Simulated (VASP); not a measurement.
# Al3O in VASP: a series of runs

Al3O is run at these levels: LDA; tasks: single point.

Everything below comes from runs of VASP 6.6.1. Logs are shortened: lines on timing, memory, paths and dates and some standing lists are left out, and cuts for length are marked.

## (1) The cell of the first run

The cell holds a slab with vacuum, 4 atoms: a = 2.817 Å, b = 2.817 Å, c = 21.104 Å, α = 90.00°, β = 90.00°, γ = 90.00°.

## (2) Single point, LDA

The input, INCAR:

```
ALGO     = Normal         # electronic algorithm
DIPOL    = 0.5 0.5 0.354
EDIFF    = 1E-7           # SCF threshold, eV
ENCUT    = 520            # plane-wave cutoff, eV
IDIPOL   = 3            
ISIF     = 2              # what is computed and relaxed
ISMEAR   = 0              # smearing method
LASPH    = True           # aspherical terms in the spheres
LCHARG   = False          # write CHGCAR
LDIPOL   = True         
LREAL    = False          # projectors in reciprocal space
LWAVE    = False          # write WAVECAR
NBANDS   = 16             # bands
NELM     = 80             # most SCF steps
PREC     = Accurate       # precision mode
SIGMA    = 0.1            # smearing width, eV
```

The input, KPOINTS:

```
k-points
0
Gamma
  9 9 1
```

The input, POSCAR:

```
Al3O
1.0
    2.8168432364      0.0000000000      0.0000000000
    0.0000000000      2.8168432364      0.0000000000
    0.0000000000      0.0000000000     21.1042970937
Al O
3 1
Direct
    0.5000000000      0.5000000000      0.1895348602
    0.0000000000      0.0000000000      0.2867549192
    0.5000000000      0.5000000000      0.3840117042
    0.6666666667      0.6666666667      0.5560145899
```

Potentials or basis: VASP PAW LDA potentials, release 64 (Al, O).

Started as:

```console
> cat potpaw_LDA.64/Al/POTCAR potpaw_LDA.64/O/POTCAR > POTCAR
> mpirun -np 1 vasp_std > vasp.out
```

OUTCAR:

```text
EDIFF = 1E-7
   ENCUT = 520
   ISIF = 2
   ISMEAR = 0
   LASPH = True
   LREAL = False
   NELM = 80
   PREC = Accurate

 ion  position               nearest neighbor table
   1  0.500  0.500  0.190-   2 2.86   2 2.86   2 2.86   2 2.86
   2  0.000  0.000  0.287-   1 2.86   1 2.86   1 2.86   1 2.86   3 2.86   3 2.86   3 2.86   3 2.86

   3  0.500  0.500  0.384-   2 2.86   2 2.86   2 2.86   2 2.86
   4  0.667  0.667  0.556-

  LATTYP: Found a simple tetragonal cell.
 ALAT       =     2.8168432364
 C/A-ratio  =     7.4921801899

  Lattice vectors:

 A1 = (   2.8168432364,   0.0000000000,   0.0000000000)
 A2 = (   0.0000000000,   2.8168432364,   0.0000000000)
 A3 = (   0.0000000000,   0.0000000000,  21.1042970937)

Analysis of symmetry for initial positions (statically):
=====================================================================
 Subroutine PRICEL returns:
 Original cell was already a primitive cell.

 Routine SETGRP: Setting up the symmetry group for a
 simple tetragonal supercell.

 Subroutine GETGRP returns: Found  2 space group operations
 (whereof  2 operations were pure point group operations)
 out of a pool of 16 trial point group operations.

The static configuration has the point symmetry C_1h.

Analysis of symmetry for dynamics (positions and initial velocities):
=====================================================================
 Subroutine PRICEL returns:
 Original cell was already a primitive cell.

 Routine SETGRP: Setting up the symmetry group for a
 simple tetragonal supercell.

 Subroutine GETGRP returns: Found  2 space group operations
 (whereof  2 operations were pure point group operations)
 out of a pool of 16 trial point group operations.

The dynamic configuration has the point symmetry C_1h.

 Subroutine INISYM returns: Found  2 space group operations
 (whereof  2 operations are pure point group operations),
 and found     1 'primitive' translations

----------------------------------------------------------------------------------------

                                     Primitive cell

  volume of cell :     167.4543

  direct lattice vectors                    reciprocal lattice vectors
     2.816843236  0.000000000  0.000000000     0.355007331  0.000000000  0.000000000
     0.000000000  2.816843236  0.000000000     0.000000000  0.355007331  0.000000000
     0.000000000  0.000000000 21.104297094     0.000000000  0.000000000  0.047383715

  length of vectors
     2.816843236  2.816843236 21.104297094     0.355007331  0.355007331  0.047383715

  position of ions in fractional coordinates (direct lattice)
     0.500000000  0.500000000  0.189534860
     0.000000000  0.000000000  0.286754919
     0.500000000  0.500000000  0.384011704
     0.666666667  0.666666667  0.556014590

  ion indices of the primitive-cell ions
   primitive index   ion index
                 1           1
                 2           2
                 3           3
                 4           4

----------------------------------------------------------------------------------------

 KPOINTS: k-points

Automatic generation of k-mesh.
 Grid dimensions read from file:
 generate k-points for:    9    9    1

 Generating k-lattice:

  Cartesian coordinates                     Fractional coordinates (reciprocal lattice)
     0.039445259  0.000000000  0.000000000     0.111111111  0.000000000  0.000000000
     0.000000000  0.039445259  0.000000000     0.000000000  0.111111111  0.000000000
     0.000000000  0.000000000  0.047383715     0.000000000  0.000000000  1.000000000

  Length of vectors
     0.039445259  0.039445259  0.047383715

  Shift w.r.t. Gamma in fractional coordinates (k-lattice)
     0.000000000  0.000000000  0.000000000

 Subroutine IBZKPT returns following result:
 ===========================================

 Found     25 irreducible k-points:

 Following reciprocal coordinates:
            Coordinates               Weight
  0.000000  0.000000  0.000000      1.000000
  0.111111  0.000000  0.000000      4.000000
  0.222222  0.000000  0.000000      4.000000
  0.333333  0.000000  0.000000      4.000000
  0.444444  0.000000  0.000000      4.000000
  0.111111  0.111111  0.000000      2.000000
[... 16 lines left out ...]
 -0.333333  0.444444  0.000000      4.000000
  0.444444  0.444444  0.000000      2.000000
   k-points           NKPTS =     25   k-points in BZ     NKDIM =     25   number of bands    NBANDS=     16
   number of dos      NEDOS =    301   number of ions     NIONS =      4
   total plane-waves  NPLWV =  92160
   dimension x,y,z NGX =    24 NGY =   24 NGZ =  160
   dimension x,y,z NGXF=    48 NGYF=   48 NGZF=  320
   ions per type =               3   1
   NGX,Y,Z   is equivalent  to a cutoff of  14.16, 14.16, 12.60 a.u.
   NGXF,Y,Z  is equivalent  to a cutoff of  28.33, 28.33, 25.21 a.u.
 SYSTEM =  unknown system
   PREC   = accura    normal or accurate (medium, high low for compatibility)
   ISTART =      0    job   : 0-new  1-cont  2-samecut
   ICHARG =      2    charge: 1-file 2-atom 10-const
   ISPIN  =      1    spin polarized calculation?
   LNONCOLLINEAR =      F non collinear calculations
   LSORBIT =      F    spin-orbit coupling
   LASPH  =      T    aspherical Exc in radial PAW
   ENCUT  =  520.0 eV  38.22 Ry    6.18 a.u.   5.24  5.24 39.24*2*pi/ulx,y,z
   NELM   =     80;   NELMIN=  2; NELMDL= -5     # of ELM steps
   EDIFF  = 0.1E-06   stopping-criterion for ELM
   LREAL  =      F    real-space projection
   EDIFFG = 0.1E-05   stopping-criterion for IOM
   NSW    =      0    number of steps for IOM
   IBRION =     -1    ionic relax: 0-MD 1-quasi-New 2-CG
   NFREE  =      0    steps in history (QN), initial steepest desc. (CG)
   ISIF   =      2    stress and relaxation
   ISYM   =      2    0-nonsym 1-usesym 2-fastsym
   POTIM  = 0.5000    time-step for ionic-motion
   TEBEG  =    0.0;   TEEND  =   0.0 temperature during run
   PSTRESS=    0.0 pullay stress
   NELECT =      15.0000    total number of electrons
   NUPDOWN=      -1.0000    fix difference up-down
   EMIN   =  10.00;   EMAX   =-10.00  energy-range for DOS
   EFERMI =   0.00;   METHOD = LEGACY
   ISMEAR =     0;   SIGMA  =   0.10  broadening in eV -4-tet -1-fermi 0-gaus
   EFERMI_NEDOS =   21; number of points for ismear=-14 and -15
   IALGO  =     38    algorithm
   IMIX   =      4    mixing-type and parameters
     AMIX     =   0.40;   BMIX     =  1.00
     AMIX_MAG =   1.60;   BMIX_MAG =  1.00
  volume/ion in A,a.u.               =      41.86       282.51
  Fermi-wavevector in a.u.,A,eV,Ry     =   0.732498  1.384221  7.300253  0.536553
  Thomas-Fermi vector in A             =   1.824976
   LORBIT       =      0    0 simple, 1 ext, 2 COOP (PROOUT), +10 PAW based schemes
   GGA     = CA    functional components
   LHFCALC =     F    Hartree Fock is set to
   AEXX    =    0.0000 exact exchange contribution
   IVDW    =     0    specifies the selected vdW correction
   LEPSILON=     F    determine dielectric tensor
   LRPA    =     F    only Hartree local field effects (RPA)
 non-spin polarized calculation
 Gauss-broadening in eV      SIGMA  =   0.10
  energy-cutoff  :      520.00
  volume of cell :      167.45
 maximum number of plane-waves:      4559
 NGX is ok and might be reduce to    24
   NGX = 11   NGY = 11   NGZ = 79

 number of electron      15.0000002 magnetization

 dipolmoment           0.000000      0.000000      0.228476 electrons x Angstroem

 Free energy of the ion-electron system (eV)
  ---------------------------------------------------
  ext. energy  EPLUGINS =         0.00000000
  ---------------------------------------------------
  free energy    TOTEN  =       -13.15071123 eV

  energy without entropy =      -13.12564805  energy(sigma->0) =      -13.13817964

 E-fermi :  -2.2099     XC(G=0):  -4.9439

 val. band max:       -2.2246404428   @ k =   0.4444   0.4444   0.0000
 cond. band min:      -2.1827993179   @ k =   0.4444   0.3333   0.0000
 fundamental gap:      0.0418411249
 Fermi energy:        -2.2099276983

 k-point     1 :       0.0000    0.0000    0.0000
  band No.  band energies     occupation
      1     -17.3979      2.00000
      2     -12.7794      2.00000
      3     -10.5041      2.00000
      4      -7.1273      2.00000
      5      -4.0667      2.00000
      6      -2.7768      2.00000
[... 8 lines left out ...]
     15       5.5802      0.00000
     16       5.9721      0.00000

 k-point     2 :       0.1111    0.0000    0.0000
  band No.  band energies     occupation
      1     -17.3530      2.00000
      2     -12.5509      2.00000
      3     -10.2783      2.00000
      4      -6.9030      2.00000
      5      -3.8647      2.00000
      6      -2.7101      2.00000
[... 8 lines left out ...]
     15       5.7147      0.00000
     16       5.8377      0.00000

 k-point     3 :       0.2222    0.0000    0.0000
  band No.  band energies     occupation
      1     -17.2364      2.00000
      2     -11.8677      2.00000
      3      -9.6032      2.00000
      4      -6.2340      2.00000
      5      -3.2944      2.00000
      6      -2.5736      2.00000
[... 8 lines left out ...]
     15       5.0555      0.00000
     16       6.2728      0.00000

 k-point     4 :       0.3333    0.0000    0.0000
  band No.  band energies     occupation
      1     -17.0981      2.00000
      2     -10.7365      2.00000
      3      -8.4857      2.00000
      4      -5.1358      2.00000
      5      -4.7798      2.00000
      6      -3.2407      2.00000
[... 8 lines left out ...]
     15       5.9228      0.00000
     16       6.0322      0.00000
[... 324 lines left out ...]
 k-point    22 :       0.4444    0.3333    0.0000
  band No.  band energies     occupation
      1     -16.7418      2.00000
      2      -7.1899      2.00000
      3      -5.2699      2.00000
      4      -4.9839      2.00000
      5      -3.2644      2.00000
      6      -3.1021      2.00000
[... 8 lines left out ...]
     15       2.7320      0.00000
     16       3.7036      0.00000

 k-point    23 :      -0.3333    0.4444    0.0000
  band No.  band energies     occupation
      1     -16.7418      2.00000
      2      -7.1899      2.00000
      3      -5.2699      2.00000
      4      -4.9838      2.00000
      5      -3.2637      2.00000
      6      -3.1029      2.00000
[... 8 lines left out ...]
     15       2.7321      0.00000
     16       3.7045      0.00000

 k-point    24 :       0.4444    0.4444    0.0000
  band No.  band energies     occupation
      1     -16.6603      2.00000
      2      -5.7061      2.00000
      3      -4.3345      2.00000
      4      -3.5322      2.00000
      5      -3.1496      2.00000
      6      -3.1303      2.00000
[... 8 lines left out ...]
     15       2.4259      0.00000
     16       2.7449      0.00000

 [... further k-points ...]

------------------------ aborting loop because EDIFF is reached ----------------------------------------

 vacuum level on the upper side and lower side of the slab       (xc-potential included)         2.510        -2.574

  FORCE on cell =-STRESS in cart. coord.  units (eV):
  Direction    XX          YY          ZZ          XY          YZ          ZX
  --------------------------------------------------------------------------------------
  -------------------------------------------------------------------------------------
  Total       -4.6395201     -4.6395201     -0.9819672      0.0068184     -0.0454113     -0.0454113
  in kB      -44.3902298    -44.3902298     -9.3953144      0.0652379     -0.4344881     -0.4344881
  external PRESSURE =     -32.7252580 kB  Pullay stress =       0.0000000 kB

 VOLUME and BASIS-vectors are now :
 -----------------------------------------------------------------------------
  energy-cutoff  :      520.00
  volume of cell :      167.45
      direct lattice vectors                 reciprocal lattice vectors
     2.816843236  0.000000000  0.000000000     0.355007331  0.000000000  0.000000000
     0.000000000  2.816843236  0.000000000     0.000000000  0.355007331  0.000000000
     0.000000000  0.000000000 21.104297094     0.000000000  0.000000000  0.047383715

 POSITION                                       TOTAL-FORCE (eV/Angst)
 -----------------------------------------------------------------------------------
      1.40842      1.40842      4.00000        -0.002671     -0.002671     -0.193043
      0.00000      0.00000      6.05176        -0.002117     -0.002117      0.005701
      1.40842      1.40842      8.10430         0.021380      0.021380      0.674007
      1.87790      1.87790     11.73430        -0.016592     -0.016592     -0.486665
 -----------------------------------------------------------------------------------
    total drift:                               -0.000117     -0.000117     -0.000137

  FREE ENERGIE OF THE ION-ELECTRON SYSTEM (eV)
  ---------------------------------------------------
  free  energy   TOTEN  =       -13.1507112301 eV

  energy  without entropy=      -13.1256480502  energy(sigma->0) =      -13.13817964

 vacuum level on the upper side and lower side of the slab         7.484         2.269
```

Run time: 95 s. Hardware: 1 thread of Intel Xeon Platinum 8488C (Sapphire Rapids), shared host; peak memory 0.24 GiB.

What came out:

| Quantity | Value |
| --- | --- |
| Free energy | -13.1507 eV |
| Largest force | 0.675 eV/Å |

Forces on the atoms (eV/Å):
```
Al  -0.003 -0.003 -0.193
Al  -0.002 -0.002  0.006
Al   0.021  0.021  0.674
O   -0.017 -0.017 -0.487
```

Caveat: an odd number of electrons without spin polarisation forces a metal; a magnetic or distorted state may lie lower.

## (3) Single point, LDA

The input, INCAR:

```
SYSTEM = Al3O
PREC     = Accurate       ! precision mode
ENCUT    = 520            ! plane-wave cutoff, eV
EDIFF    = 1E-7           ! SCF threshold, eV
ISMEAR   = 0              ! smearing method
SIGMA    = 0.1            ! smearing width, eV
LREAL    = .FALSE.        ! projectors in reciprocal space
LASPH    = .TRUE.         ! aspherical terms in the spheres
NELM     = 100            ! most SCF steps
ALGO     = Normal         ! electronic algorithm
ISIF     = 2              ! what is computed and relaxed
LWAVE    = .FALSE.        ! write WAVECAR
LCHARG   = .TRUE.         ! write CHGCAR
LDIPOL   = .TRUE.       
IDIPOL   = 3            
DIPOL    = 0.5 0.5 0.335
LELF     = .TRUE.         ! ELF
LVHAR    = .TRUE.       
LVACPOTAV= .TRUE.       
NBANDS   = 16             ! bands
```

The input, KPOINTS:

```
regular mesh
0
G
  9 9 1
  0 0 0
```

Edit POSCAR of step 2 so:

```diff
@@ -11,2 +11,2 @@
     0.5000000000      0.5000000000      0.3840117042
-    0.6666666667      0.6666666667      0.5560145899
+    0.8333333333      0.8333333333      0.4802006458
```

Potentials or basis: VASP PAW LDA potentials, release 64 (Al, O).

Started as:

```console
> cat potpaw_LDA.64/Al/POTCAR potpaw_LDA.64/O/POTCAR > POTCAR
> mpirun -np 1 vasp_std > vasp.out
```

OUTCAR:

```text
SYSTEM = Al3O
   PREC = Accurate
   ENCUT = 520
   EDIFF = 1E-7
   ISMEAR = 0
   LREAL = .FALSE.
   LASPH = .TRUE.
   NELM = 100
   ISIF = 2

 ion  position               nearest neighbor table
   1  0.500  0.500  0.190-   2 2.86   2 2.86   2 2.86   2 2.86
   2  0.000  0.000  0.287-   1 2.86   1 2.86   1 2.86   1 2.86   3 2.86   3 2.86   3 2.86   3 2.86

   3  0.500  0.500  0.384-   4 2.43   2 2.86   2 2.86   2 2.86   2 2.86
   4  0.833  0.833  0.480-   3 2.43

  LATTYP: Found a simple tetragonal cell.
 ALAT       =     2.8168432364
[... 657 lines left out ...]
  --------------------------------------------------------------------------------------
  -------------------------------------------------------------------------------------
  Total       -3.7576171     -3.7576171     -7.0879764     -0.1067417     -1.0887899     -1.0887899
  in kB      -35.9523148    -35.9523148    -67.8166912     -1.0212889    -10.4173778    -10.4173779
  external PRESSURE =     -46.5737736 kB  Pullay stress =       0.0000000 kB

 VOLUME and BASIS-vectors are now :
 -----------------------------------------------------------------------------
  energy-cutoff  :      520.00
  volume of cell :      167.45
      direct lattice vectors                 reciprocal lattice vectors
     2.816843236  0.000000000  0.000000000     0.355007331  0.000000000  0.000000000
     0.000000000  2.816843236  0.000000000     0.000000000  0.355007331  0.000000000
     0.000000000  0.000000000 21.104297094     0.000000000  0.000000000  0.047383715

 POSITION                                       TOTAL-FORCE (eV/Angst)
 -----------------------------------------------------------------------------------
      1.40842      1.40842      4.00000        -0.011566     -0.011566     -0.161546
      0.00000      0.00000      6.05176         0.033219      0.033219      0.229619
      1.40842      1.40842      8.10430         0.504473      0.504473      3.519704
      2.34737      2.34737     10.13430        -0.526125     -0.526125     -3.587777
 -----------------------------------------------------------------------------------
    total drift:                                0.000090      0.000090     -0.000183

  FREE ENERGIE OF THE ION-ELECTRON SYSTEM (eV)
  ---------------------------------------------------
  free  energy   TOTEN  =       -15.7049414017 eV

  energy  without entropy=      -15.6881758678  energy(sigma->0) =      -15.69655863

 vacuum level on the upper side and lower side of the slab         7.156         2.191
```

OSZICAR:

```text
N       E                     dE             d eps       ncg     rms          rms(c)
DAV:   1     0.660201068262E+02    0.66020E+02   -0.48163E+03   800   0.662E+02
DAV:   2    -0.741407497786E+01   -0.73434E+02   -0.64573E+02  1096   0.131E+02
DAV:   3    -0.183298926949E+02   -0.10916E+02   -0.10266E+02  1024   0.508E+01
[... 20 lines left out ...]
DAV:  24    -0.157049386279E+02   -0.37588E-05   -0.13069E-07   864   0.154E-03    0.456E-04
DAV:  25    -0.157049404314E+02   -0.18035E-05   -0.35202E-08   784   0.632E-04    0.444E-04
DAV:  26    -0.157049411573E+02   -0.72588E-06   -0.10044E-08   768   0.490E-04    0.329E-04
DAV:  27    -0.157049413433E+02   -0.18603E-06   -0.46959E-09   728   0.397E-04    0.885E-05
DAV:  28    -0.157049414017E+02   -0.58400E-07   -0.15053E-09   680   0.229E-04
   1 F= -.15704941E+02 E0= -.15696559E+02  d E =-.167655E-01
```

Wall time 89 s (1 thread of Intel Xeon Platinum 8488C (Sapphire Rapids), shared host); peak memory 0.24 GiB.

What came out:

```
Free energy   : -15.7049 eV
Largest force : 3.664 eV/Å
```

Forces on the atoms (eV/Å):
```
Al  -0.012 -0.012 -0.162
Al   0.033  0.033  0.230
Al   0.504  0.504  3.520
O   -0.526 -0.526 -3.588
```

Levels at points of the mesh, in eV from the Fermi level:
```csv
k point,band 6,band 7,band 8,band 9,band 10,band 11
"(0.00, 0.00, 0.00)",0.13,0.14,0.27,3.10,4.78,6.09
```

Caveat: an odd number of electrons without spin polarisation forces a metal; a magnetic or distorted state may lie lower.

(Part 1 of 2 ends here.)
